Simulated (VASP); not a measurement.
Set up this calculation in VASP 6.6.1, as the native input.

* Task: relaxation of cell and atoms
* Functional: PBE
* Potentials or basis: VASP PAW PBE potentials, release 64 (Mo_sv)
* Cutoff: 600 eV
* k mesh: 17 × 17 × 9
* Occupations: fermi-dirac, width 0.05 eV
* Spin: no spin polarisation
* Dipole correction: no
* Further INCAR settings: ALGO = Normal; EDIFF = 1e-07; IBRION = 2; EDIFFG = -0.005; NSW = 45; ISIF = 3

The structure of Mo lies in POSCAR:

```
Mo
1.0
    2.7564605642      0.0000000000      0.0000000000
   -1.3782302821      2.3871648732      0.0000000000
    0.0000000000      0.0000000000      4.8975145396
Mo
2
Direct
    0.3333333333      0.6666666667      0.2500000000
    0.6666666667      0.3333333333      0.7500000000
```

This isn't the form of Mo at room conditions, which is bcc.

These files were run (other wordings do the same):

INCAR

```
PREC     = Accurate       # precision mode
ENCUT    = 600            # plane-wave cutoff, eV
EDIFF    = 1E-7           # SCF threshold, eV
ISMEAR   = -1             # smearing method
SIGMA    = 0.05           # smearing width, eV
LREAL    = F              # projectors in reciprocal space
LASPH    = T              # aspherical terms in the spheres
NELM     = 60             # most SCF steps
ALGO     = Normal         # electronic algorithm
ISIF     = 3              # what is computed and relaxed
LWAVE    = F              # write WAVECAR
LCHARG   = F              # write CHGCAR
GGA      = PE             # functional
IBRION   = 2              # ionic algorithm
NSW      = 45             # ionic steps
EDIFFG   = -0.005         # ionic threshold
```

KPOINTS

```
Automatic mesh
0
Gamma
  17 17 9
```

Potentials or basis: VASP PAW PBE potentials, release 64 (Mo_sv).

Run with:

```sh
$ cat potpaw_PBE.64/Mo_sv/POTCAR > POTCAR
$ mpirun -np 1 vasp_std > vasp.out
```

It gave:

```json
{
  "Relaxed volume": "16.14 Å³/atom",
  "Relaxed cell": "a = 2.758 Å, b = 2.758 Å, c = 4.900 Å, α = 90.00°, β = 90.00°, γ = 120.00°",
  "Space group after relaxing (to 0.1 Å)": "P6_3/mmc (No. 194)",
  "Energy gained by relaxing": "0.0 meV/atom",
  "Ionic steps": "3",
  "Pressure after relaxing": "0.0 GPa",
  "Band gap on the k mesh": "zero (bands 14 and 15 overlap by 1.81 eV)"
}
```

It took 110 s on 1 thread of AMD EPYC 9R45 96-Core Processor (Zen 5) (shared host), peak memory 0.21 GiB.
